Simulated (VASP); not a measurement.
The system is AlNi3.

```
Al Ni
1.0
     3.73883    0.00000    0.00000
     0.00000    3.73883    0.00000
     0.00000    0.00000    3.73883
Al Ni
1 3
Cartesian
  0.0000 0.0000 0.0000
  0.0000 1.8694 1.8694
  1.8694 1.8694 0.0000
  1.8694 0.0000 1.8694
```

| Quantity | Value |
| --- | --- |
| Program | VASP 6.6.1 |
| Task | relaxation of cell and atoms |
| Functional | PBE |
| Potentials or basis | VASP PAW PBE potentials, release 64 (Al, Ni) |
| Cutoff | 600 eV |
| k mesh | 6 × 6 × 6 |
| Occupations | gaussian, width 0.1 eV |
| Spin | collinear spin, ferromagnetic start |
| Starting moments | [0.0, 0.33, 0.33, 0.33] μB |

At the start: pressure -18.3 GPa; volume 13.07 Å³/atom.

How do energy, volume and symmetry change on relaxing?

Over 3 steps the energy falls by 112.5 meV/atom and the volume is 11.36 Å³/atom (-13.1 %); space group Pm-3m (No. 221, to 0.1 Å) before and after; moment 0.73 μB per cell.

Step by step:
| step | energy change (eV) | largest force (eV/Å) | pressure (GPa) | volume (Å³) |
| --- | --- | --- | --- | --- |
| 1 | 0.0000 | 0.0000 | -18.29 | 52.26 |
| 2 | -0.2621 | 0.0000 | 18.05 | 41.78 |
| 3 | -0.4500 | 0.0000 | -0.17 | 45.42 |

Final structure:
```
Al Ni
1.0
     3.56797    0.00000    0.00000
     0.00000    3.56797    0.00000
     0.00000    0.00000    3.56797
Al Ni
1 3
Cartesian
  0.0000 0.0000 0.0000
  0.0000 1.7840 1.7840
  1.7840 1.7840 0.0000
  1.7840 0.0000 1.7840
```
